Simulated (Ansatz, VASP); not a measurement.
**VN2 in VASP and in Ansatz**

File INCAR:

```
SYSTEM = VN2
PREC = Accurate ; ENCUT = 520
EDIFF = 1E-7 ; ISMEAR = 0
SIGMA = 0.15 ; LREAL = .FALSE.
LASPH = .TRUE. ; NELM = 100
ALGO = Normal ; ISIF = 2
LWAVE = .FALSE. ; LCHARG = .TRUE.
GGA = PE ; LELF = .TRUE.
LVHAR = .TRUE. ; NBANDS = 32
```

The input KPOINTS:

```
Automatic mesh
0
G
  18 18 18
  0 0 0
```

Contents of POSCAR:

```
VN2
1.0
   -2.0263789820      2.0263789820      2.8053124269
    2.0263789820     -2.0263789820      2.8053124269
    2.0263789820      2.0263789820     -2.8053124269
V N
2 4
Direct
    0.2500000000      0.2500000000      0.0000000000
    0.7500000000      0.7500000000      0.0000000000
    0.1135731475      0.6135731475      0.7271462950
    0.6135731475      0.8864268525      0.5000000000
    0.8864268525      0.3864268525      0.2728537050
    0.3864268525      0.1135731475      0.5000000000
```

Input for Ansatz:

```yaml
crystal:
  lattice:
    - [-2.026378982, 2.026378982, 2.8053124269]
    - [2.026378982, -2.026378982, 2.8053124269]
    - [2.026378982, 2.026378982, -2.8053124269]
  atoms:
    - { symbol: V, position: [0.25, 0.25, 0.0] }
    - { symbol: V, position: [0.75, 0.75, 0.0] }
    - { symbol: "N", position: [0.1135731475, 0.6135731475, 0.727146295] }
    - { symbol: "N", position: [0.6135731475, 0.8864268525, 0.5] }
    - { symbol: "N", position: [0.8864268525, 0.3864268525, 0.272853705] }
    - { symbol: "N", position: [0.3864268525, 0.1135731475, 0.5] }
basis:
  ecutwfc: 420
kpoints:
  mp_grid: { grid: [18, 18, 18] }
hamiltonian:
  xc: pbe
scf:
  occupations: { method: gaussian, width: 0.15 }
output:
  forces: true
  stress: true
  eigenvalues: true
```

Alike in both runs: task single point; functional PBE; k mesh 18 × 18 × 18; occupations gaussian, width 0.15 eV; no spin polarisation.

```csv
,VASP,Ansatz
version,VASP 6.6.1,Ansatz 0.2.0
potentials or method,"VASP PAW PBE potentials, release 64 (V_sv, N), cutoff 520 eV","scalar-relativistic, plane waves, PAW"
valence electrons in the cell,46,46
```

```tsv
	VASP	Ansatz	Ansatz less VASP
gap on the k mesh at the Fermi level (eV)	none	none	-
pressure (GPa)	13.0	12.3	-0.77
traceless stress, the component that is largest in VASP (GPa)	-59.48	-59.26	+0.217
rms of the force components (eV/Å)	0.588	0.543	-0.0448
```

Atom by atom the forces differ by 0.045 eV/Å (rms over components). A gap of «none» marks a metal or a gap that the smearing closes. The functional is the same, so the differences come from potentials, cutoffs and numerics.
